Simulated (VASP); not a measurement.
## Mg: relaxation of cell and atoms with r2SCAN

The system is Mg.

```
CELL_PARAMETERS angstrom
3.20930 0.00000 0.00000
-1.60465 2.77934 0.00000
0.00000 0.00000 5.21030
ATOMIC_POSITIONS crystal
Mg 0.33333 0.66667 0.25000
Mg 0.66667 0.33333 0.75000
```

```yaml
Program: VASP 6.6.1
Task: relaxation of cell and atoms
Functional: r2SCAN
Potentials_or_basis: VASP PAW PBE potentials, release 64 (Mg)
Cutoff: 600 eV
k_mesh: 15 × 15 × 8
Occupations: gaussian, width 0.1 eV
Spin: no spin polarisation
Dipole_correction: no
Further_INCAR_settings: ALGO = Normal; EDIFF = 1e-07; IBRION = 2; EDIFFG = -0.005; NSW = 100; ISIF = 3
```

```yaml
Relaxed_volume: 22.39 Å³/atom
Relaxed_cell: a = 3.186 Å, b = 3.186 Å, c = 5.093 Å, α = 90.00°, β = 90.00°, γ = 120.00°
Space_group_after_relaxing_to_0.05_Å: P6_3/mmc (No. 194)
Energy_gained_by_relaxing: 4.4 meV/atom
Ionic_steps: 7
Pressure_after_relaxing: 0.0 GPa
Band_gap_on_the_k_mesh: zero (band 2 reaches 3.69 eV, above the bottom of band 3 at 1.73 eV)
```

The path:
```tsv
step	energy change (eV)	largest force (eV/Å)	pressure (GPa)	volume (Å³)
1	0.0000	0.0000	-1.38	46.47
2	-0.0079	0.0000	-0.31	45.14
3	-0.0084	0.0000	0.04	44.76
4	-0.0084	0.0000	0.07	44.72
5	-0.0087	0.0000	0.04	44.75
6	-0.0088	0.0000	0.01	44.79
7	-0.0088	0.0000	0.01	44.78
```

Final structure:
```
CELL_PARAMETERS angstrom
3.18636 0.00000 0.00000
-1.59318 2.75947 0.00000
0.00000 0.00000 5.09296
ATOMIC_POSITIONS crystal
Mg 0.33333 0.66667 0.25000
Mg 0.66667 0.33333 0.75000
```

Levels at points of the mesh, in eV from the Fermi level:
```csv
k point,band 1,band 2,band 3,band 4,band 5
"(0.00, 0.00, 0.00)",-7.50,-1.85,-1.04,11.67,11.67
"(0.00, 0.00, 0.50)",-5.96,-5.96,5.73,5.73,12.45
```

Wall time 25 min on 1 thread of AMD EPYC 7571, on a shared host, peak memory 0.2 GiB.

Caveat: the PAW data sets were made with another functional, which shifts forces and pressure a little.
